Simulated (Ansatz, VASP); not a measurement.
**Two plane-wave programs on Cd3SeS2**

File INCAR:

```
PREC = Accurate ; ENCUT = 600
EDIFF = 1E-6 ; ISMEAR = 0
SIGMA = 0.1 ; LREAL = False
LASPH = True ; NELM = 60
ALGO = Normal ; ISIF = 3
LWAVE = False ; LCHARG = False
GGA = PE ; IBRION = 2
NSW = 90 ; EDIFFG = -0.04
```

Contents of KPOINTS:

```
regular mesh
0
Gamma
  6 6 2
```

The input POSCAR:

```
Cd3SeS2
1.0
    4.1117991400      0.0000000000      0.0000000000
   -2.0558995700      3.5609225100      0.0000000000
    0.0000000000      0.0000000000     10.0718098200
Cd Se S
3 1 2
Direct
    0.0000000000      0.0000000000      0.0000000000
    0.3333333300      0.6666666700      0.6666666700
    0.6666666700      0.3333333300      0.3333333300
    0.0000000000      0.0000000000      0.2500000000
    0.3333333300      0.6666666700      0.9166666700
    0.6666666700      0.3333333300      0.5833333300
```

Input for Ansatz:

```yaml
crystal:
  lattice:
    - [4.11179914, 0.0, 0.0]
    - [-2.05589957, 3.56092251, 0.0]
    - [0.0, 0.0, 10.07180982]
  atoms:
    - { symbol: Cd, position: [0.0, 0.0, 0.0] }
    - { symbol: Cd, position: [0.33333333, 0.66666667, 0.66666667] }
    - { symbol: Cd, position: [0.66666667, 0.33333333, 0.33333333] }
    - { symbol: Se, position: [0.0, 0.0, 0.25] }
    - { symbol: S, position: [0.33333333, 0.66666667, 0.91666667] }
    - { symbol: S, position: [0.66666667, 0.33333333, 0.58333333] }
basis:
  ecutwfc: 420
kpoints:
  mp_grid: { grid: [6, 6, 2] }
hamiltonian:
  xc: pbe
scf:
  occupations: { method: gaussian, width: 0.1 }
  lower_state_search: "off"
output:
  forces: true
  stress: true
  eigenvalues: true
relax:
  adjacent_minimum: "off"
  f_tol: 0.04
  max_steps: 70
  cell: { stress_tol: 0.4 }
```

Alike in both runs: task relaxation of cell and atoms; functional PBE; k mesh 6 × 6 × 2; occupations gaussian, width 0.1 eV; no spin polarisation.

```csv
,VASP,Ansatz
version,VASP 6.6.1,Ansatz 0.2.0
potentials or method,"VASP PAW PBE potentials, release 64 (Cd, Se, S), cutoff 600 eV","scalar-relativistic, plane waves, PAW"
valence electrons in the cell,54,88
```

```tsv
	VASP	Ansatz	Ansatz less VASP
gap on the k mesh at the Fermi level, each at its own relaxed structure (eV)	0.66	0.66	+0.003
relaxed volume (Å³/atom)	27.32	27.28	-0.042
relaxed length of the cell vector where the two differ most in proportion (Å)	10.450	10.429	-0.0213
```

VASP's potentials hold 54 valence electrons a cell and Ansatz's 88, so a difference there can come from the potentials and not from the codes.
